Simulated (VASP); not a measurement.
A run of VASP 6.6.1:

The input INCAR:

```
SYSTEM = CaO
  PREC = Accurate
  ENCUT = 520
  EDIFF = 1E-8
  ISMEAR = 0
  SIGMA = 0.01
  LREAL = .False.
  LASPH = .True.
  NELM = 60
  ALGO = Normal
  ISIF = 2
  LWAVE = .False.
  LCHARG = .True.
  IBRION = 8
  NSW = 1
  LEPSILON = .True.
```

The input KPOINTS:

```
regular mesh
0
Gamma
  10 10 10
  0 0 0
```

The input POSCAR:

```
CaO
1.0
    0.0000000000      2.2621138162      2.2621138162
    2.2621138162      0.0000000000      2.2621138162
    2.2621138162      2.2621138162      0.0000000000
Ca O
1 1
Direct
    0.0000000000      0.0000000000      0.0000000000
    0.5000000000      0.5000000000      0.5000000000
```

Potentials or basis: VASP PAW LDA potentials, release 64 (Ca_sv, O).

Launch:

```bash
$ cat potpaw_LDA.64/Ca_sv/POTCAR potpaw_LDA.64/O/POTCAR > POTCAR
$ mpirun -np 1 vasp_std > vasp.out
```

Hardware: 1 thread of AMD EPYC 7R43 64-Core Processor (Zen 3), on a shared host.

Question: How long does it take, and how much memory?

Answer: It took 10 min on 1 thread of AMD EPYC 7R43 64-Core Processor (Zen 3), on a shared host, peak memory 0.16 GiB. Counts: scf iterations 230, k points 47.
